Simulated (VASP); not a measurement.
# TiN (rocksalt type) (Fm-3m) in VASP: single point with r2SCAN

Aim: the single point of TiN (rocksalt type) with r2SCAN.

All numbers are computed with VASP 6.6.1; they aren't measurements. Logs are shortened: lines on timing, memory, paths and dates and some standing lists are left out, and cuts for length are marked.

### 1 The cell of the first run

Symmetry: Fm-3m, No. 225, cubic system. The conventional cell has a = 4.147 Å, b = 4.147 Å, c = 4.147 Å, α = 90.00°, β = 90.00°, γ = 90.00°. Within 2.7 Å of Ti (site symmetry m-3m) lie 6 N at 2.07 Å. Within 2.7 Å of N (site symmetry m-3m) lie 6 Ti at 2.07 Å.

### 2 Single point, r2SCAN (8.91 Å³/atom)

POSCAR

```
TiN
1.0
    0.0000000000      2.0733626414      2.0733626414
    2.0733626414      0.0000000000      2.0733626414
    2.0733626414      2.0733626414      0.0000000000
Ti N
1 1
Direct
    0.0000000000      0.0000000000      0.0000000000
    0.5000000000      0.5000000000      0.5000000000
```

INCAR.step1

```
SYSTEM = TiN
  ALGO = Normal
  EDIFF = 1E-5
  ENCUT = 1460
  GGA = PE
  GGA_COMPAT = .FALSE.
  ISMEAR = -1
  LASPH = .TRUE.
  LCHARG = .FALSE.
  LREAL = .FALSE.
  LWAVE = .TRUE.
  NBANDS = 16
  NELM = 120
  PREC = Accurate
  SIGMA = 0.1
```

INCAR.step2

```
SYSTEM = TiN
  ALGO = Normal
  EDIFF = 1E-6
  ENCUT = 1460
  GGA_COMPAT = .FALSE.
  ISIF = 2
  ISMEAR = -1
  ISTART = 1
  LASPH = .TRUE.
  LCHARG = .FALSE.
  LMIXTAU = .TRUE.
  LREAL = .FALSE.
  LWAVE = .FALSE.
  METAGGA = R2SCAN
  NBANDS = 16
  NELM = 120
  PREC = Accurate
  SIGMA = 0.1
```

KPOINTS

```
k-points
0
G
  17 17 17
  0 0 0
```

Potentials or basis: VASP PAW PBE potentials, release 64 (Ti_sv, N_h).

Started as:

```sh
cat potpaw_PBE.64/Ti_sv/POTCAR potpaw_PBE.64/N_h/POTCAR > POTCAR
cp INCAR.step1 INCAR
mpirun -np 1 vasp_std > vasp.out
cp INCAR.step2 INCAR
mpirun -np 1 vasp_std > vasp.out
```

OUTCAR:

```text
SYSTEM = TiN
   EDIFF = 1E-6
   ENCUT = 1460
   ISIF = 2
   ISMEAR = -1
   ISTART = 1
   LASPH = .TRUE.
   LREAL = .FALSE.
   METAGGA = R2SCAN
   NELM = 120
   PREC = Accurate

 ion  position               nearest neighbor table
   1  0.000  0.000  0.000-   2 2.07   2 2.07   2 2.07   2 2.07   2 2.07   2 2.07
   2  0.500  0.500  0.500-   1 2.07   1 2.07   1 2.07   1 2.07   1 2.07   1 2.07

  LATTYP: Found a face centered cubic cell.
 ALAT       =     4.1467252828

  Lattice vectors:

 A1 = (   0.0000000000,   2.0733626414,   2.0733626414)
 A2 = (   2.0733626414,   0.0000000000,   2.0733626414)
 A3 = (   2.0733626414,   2.0733626414,   0.0000000000)

Analysis of symmetry for initial positions (statically):
=====================================================================
 Subroutine PRICEL returns:
 Original cell was already a primitive cell.

 Routine SETGRP: Setting up the symmetry group for a
 face centered cubic supercell.

 Subroutine GETGRP returns: Found 48 space group operations
 (whereof 48 operations were pure point group operations)
 out of a pool of 48 trial point group operations.

The static configuration has the point symmetry O_h .

Analysis of symmetry for dynamics (positions and initial velocities):
=====================================================================
 Subroutine PRICEL returns:
 Original cell was already a primitive cell.

 Routine SETGRP: Setting up the symmetry group for a
 face centered cubic supercell.

 Subroutine GETGRP returns: Found 48 space group operations
 (whereof 48 operations were pure point group operations)
 out of a pool of 48 trial point group operations.

The dynamic configuration has the point symmetry O_h .

 Subroutine INISYM returns: Found 48 space group operations
 (whereof 48 operations are pure point group operations),
 and found     1 'primitive' translations

----------------------------------------------------------------------------------------

                                     Primitive cell

  volume of cell :      17.8261

  direct lattice vectors                    reciprocal lattice vectors
     0.000000000  2.073362641  2.073362641    -0.241154147  0.241154147  0.241154147
     2.073362641  0.000000000  2.073362641     0.241154147 -0.241154147  0.241154147
     2.073362641  2.073362641  0.000000000     0.241154147  0.241154147 -0.241154147

  length of vectors
     2.932177567  2.932177567  2.932177567     0.417691236  0.417691236  0.417691236

  position of ions in fractional coordinates (direct lattice)
     0.000000000  0.000000000  0.000000000
     0.500000000  0.500000000  0.500000000

  ion indices of the primitive-cell ions
   primitive index   ion index
                 1           1
                 2           2

----------------------------------------------------------------------------------------

 KPOINTS: k-points

Automatic generation of k-mesh.
 Grid dimensions read from file:
 generate k-points for:   17   17   17

 Generating k-lattice:

  Cartesian coordinates                     Fractional coordinates (reciprocal lattice)
    -0.014185538  0.014185538  0.014185538     0.058823529  0.000000000  0.000000000
     0.014185538 -0.014185538  0.014185538     0.000000000  0.058823529  0.000000000
     0.014185538  0.014185538 -0.014185538     0.000000000  0.000000000  0.058823529

  Length of vectors
     0.024570073  0.024570073  0.024570073

  Shift w.r.t. Gamma in fractional coordinates (k-lattice)
     0.000000000  0.000000000  0.000000000

 Subroutine IBZKPT returns following result:
 ===========================================

 Found    165 irreducible k-points:

 Following reciprocal coordinates:
            Coordinates               Weight
  0.000000  0.000000  0.000000      1.000000
  0.058824  0.000000  0.000000      8.000000
  0.117647  0.000000  0.000000      8.000000
  0.176471  0.000000  0.000000      8.000000
  0.235294  0.000000  0.000000      8.000000
  0.294118  0.000000  0.000000      8.000000
[... 16 lines left out ...]
 -0.176471  0.058824  0.000000     24.000000
 -0.117647  0.058824  0.000000     24.000000
 [... further k-points ...]
   k-points           NKPTS =    165   k-points in BZ     NKDIM =    165   number of bands    NBANDS=     16
   number of dos      NEDOS =    301   number of ions     NIONS =      2
   total plane-waves  NPLWV =  64000
   dimension x,y,z NGX =    40 NGY =   40 NGZ =   40
   dimension x,y,z NGXF=    80 NGYF=   80 NGZF=   80
   ions per type =               1   1
   NGX,Y,Z   is equivalent  to a cutoff of  22.68, 22.68, 22.68 a.u.
   NGXF,Y,Z  is equivalent  to a cutoff of  45.36, 45.36, 45.36 a.u.
 SYSTEM =  TiN
   PREC   = accura    normal or accurate (medium, high low for compatibility)
   ISTART =      1    job   : 0-new  1-cont  2-samecut
   ICHARG =      0    charge: 1-file 2-atom 10-const
   ISPIN  =      1    spin polarized calculation?
   LNONCOLLINEAR =      F non collinear calculations
   LSORBIT =      F    spin-orbit coupling
   LASPH  =      T    aspherical Exc in radial PAW
   ENCUT  = 1460.0 eV 107.31 Ry   10.36 a.u.   9.14  9.14  9.14*2*pi/ulx,y,z
   NELM   =    120;   NELMIN=  2; NELMDL=  0     # of ELM steps
   EDIFF  = 0.1E-05   stopping-criterion for ELM
   LREAL  =      F    real-space projection
   EDIFFG = 0.1E-04   stopping-criterion for IOM
   NSW    =      0    number of steps for IOM
   IBRION =     -1    ionic relax: 0-MD 1-quasi-New 2-CG
   NFREE  =      0    steps in history (QN), initial steepest desc. (CG)
   ISIF   =      2    stress and relaxation
   ISYM   =      2    0-nonsym 1-usesym 2-fastsym
   POTIM  = 0.5000    time-step for ionic-motion
   TEBEG  =    0.0;   TEEND  =   0.0 temperature during run
   PSTRESS=    0.0 pullay stress
   NELECT =      17.0000    total number of electrons
   NUPDOWN=      -1.0000    fix difference up-down
   EMIN   =  10.00;   EMAX   =-10.00  energy-range for DOS
   EFERMI =   0.00;   METHOD = LEGACY
   ISMEAR =    -1;   SIGMA  =   0.10  broadening in eV -4-tet -1-fermi 0-gaus
   EFERMI_NEDOS =   21; number of points for ismear=-14 and -15
   IALGO  =     38    algorithm
   IMIX   =      4    mixing-type and parameters
     AMIX     =   0.40;   BMIX     =  1.00
     AMIX_MAG =   1.60;   BMIX_MAG =  1.00
  volume/ion in A,a.u.               =       8.91        60.15
  Fermi-wavevector in a.u.,A,eV,Ry     =   1.611409  3.045122 35.329432  2.596640
  Thomas-Fermi vector in A             =   2.706804
   LORBIT       =      0    0 simple, 1 ext, 2 COOP (PROOUT), +10 PAW based schemes
   METAGGA = R2SCAN    functional components
   LHFCALC =     F    Hartree Fock is set to
   AEXX    =    0.0000 exact exchange contribution
   IVDW    =     0    specifies the selected vdW correction
   LEPSILON=     F    determine dielectric tensor
   LRPA    =     F    only Hartree local field effects (RPA)
 non-spin polarized calculation
  energy-cutoff  :     1460.00
  volume of cell :       17.83
 maximum number of plane-waves:      2279
 NGX is ok and might be reduce to    40
   NGX = 19   NGY = 19   NGZ = 19

 number of electron      17.0000000 magnetization

 Free energy of the ion-electron system (eV)
  ---------------------------------------------------
  ext. energy  EPLUGINS =         0.00000000
  ---------------------------------------------------
  free energy    TOTEN  =       -25.94983310 eV

  energy without entropy =      -25.92570975  energy(sigma->0) =      -25.93777143

 E-fermi :  12.9883     XC(G=0): -14.2908

 val. band max:       12.9689082089   @ k =  -0.1176   0.0588   0.0000
 cond. band min:      13.0070754871   @ k =   0.1765   0.0000   0.0000
 fundamental gap:      0.0381672782
 Fermi energy:        12.9882664903

 k-point     1 :       0.0000    0.0000    0.0000
  band No.  band energies     occupation
      1     -47.2772      2.00000
      2     -22.1606      2.00000
      3     -22.1606      2.00000
      4     -22.1606      2.00000
      5      -5.7041      2.00000
      6      10.5022      2.00000
[... 8 lines left out ...]
     15      27.0852      0.00000
     16      34.2503      0.00000

 k-point     2 :       0.0588    0.0000    0.0000
  band No.  band energies     occupation
      1     -47.2728      2.00000
      2     -22.1911      2.00000
      3     -22.1628      2.00000
      4     -22.1628      2.00000
      5      -5.6275      2.00000
      6      10.0890      2.00000
[... 8 lines left out ...]
     15      27.1550      0.00000
     16      34.1637      0.00000

 k-point     3 :       0.1176    0.0000    0.0000
  band No.  band energies     occupation
      1     -47.2601      2.00000
      2     -22.2779      2.00000
      3     -22.1692      2.00000
      4     -22.1692      2.00000
      5      -5.4045      2.00000
      6       9.1906      2.00000
[... 8 lines left out ...]
     15      27.2693      0.00000
     16      33.8272      0.00000

 k-point     4 :       0.1765    0.0000    0.0000
  band No.  band energies     occupation
      1     -47.2407      2.00000
      2     -22.4071      2.00000
      3     -22.1789      2.00000
      4     -22.1789      2.00000
      5      -5.0557      2.00000
      6       8.1269      2.00000
[... 8 lines left out ...]
     15      27.2403      0.00000
     16      33.1836      0.00000
[... 324 lines left out ...]
 k-point    22 :      -0.2353    0.0588    0.0000
  band No.  band energies     occupation
      1     -47.2062      2.00000
      2     -22.6124      2.00000
      3     -22.2262      2.00000
      4     -22.1831      2.00000
      5      -4.4200      2.00000
      6       6.5956      2.00000
[... 8 lines left out ...]
     15      27.0504      0.00000
     16      31.2268      0.00000

 k-point    23 :      -0.1765    0.0588    0.0000
  band No.  band energies     occupation
      1     -47.2300      2.00000
      2     -22.4624      2.00000
      3     -22.2115      2.00000
      4     -22.1719      2.00000
      5      -4.8696      2.00000
      6       7.5891      2.00000
[... 8 lines left out ...]
     15      27.2062      0.00000
     16      32.1206      0.00000

 k-point    24 :      -0.1176    0.0588    0.0000
  band No.  band energies     occupation
      1     -47.2507      2.00000
      2     -22.3291      2.00000
      3     -22.1955      2.00000
      4     -22.1641      2.00000
      5      -5.2426      2.00000
      6       8.5776      2.00000
[... 8 lines left out ...]
     15      27.3139      0.00000
     16      32.9207      0.00000

 [... further k-points ...]

------------------------ aborting loop because EDIFF is reached ----------------------------------------

  FORCE on cell =-STRESS in cart. coord.  units (eV):
  Direction    XX          YY          ZZ          XY          YZ          ZX
  --------------------------------------------------------------------------------------
  -------------------------------------------------------------------------------------
  Total        2.4992451      2.4992451      2.4992451      0.0000000     -0.0000000      0.0000000
  in kB      224.6278642    224.6278642    224.6278642      0.0000000     -0.0000000      0.0000000
  external PRESSURE =     224.6278642 kB  Pullay stress =       0.0000000 kB

 VOLUME and BASIS-vectors are now :
 -----------------------------------------------------------------------------
  energy-cutoff  :     1460.00
  volume of cell :       17.83
      direct lattice vectors                 reciprocal lattice vectors
     0.000000000  2.073362641  2.073362641    -0.241154147  0.241154147  0.241154147
     2.073362641  0.000000000  2.073362641     0.241154147 -0.241154147  0.241154147
     2.073362641  2.073362641  0.000000000     0.241154147  0.241154147 -0.241154147

 POSITION                                       TOTAL-FORCE (eV/Angst)
 -----------------------------------------------------------------------------------
      0.00000      0.00000      0.00000         0.000000     -0.000000     -0.000000
      2.07336      2.07336      2.07336        -0.000000      0.000000      0.000000
 -----------------------------------------------------------------------------------
    total drift:                                0.000000     -0.000000     -0.000000

  FREE ENERGIE OF THE ION-ELECTRON SYSTEM (eV)
  ---------------------------------------------------
  free  energy   TOTEN  =       -25.9498331026 eV

  energy  without entropy=      -25.9257097490  energy(sigma->0) =      -25.93777143
```

Wall time 22 min (1 thread of Intel Xeon Platinum 8259CL at 2.50GHz (Skylake/Cascade Lake), shared host); peak memory 0.44 GiB.

Results:

- Free energy: -25.9498 eV
- Pressure: 22.5 GPa
- Band gap on the k mesh: zero (an odd number of electrons rules out a gap without spin polarisation)

Caveat: the cell stands under pressure; the PAW data sets were made with another functional, which shifts forces and pressure a little; an odd number of electrons without spin polarisation forces a metal; a magnetic or distorted state may lie lower.

The gap in the log of VASP goes by the Fermi energy; the results here count the filled bands.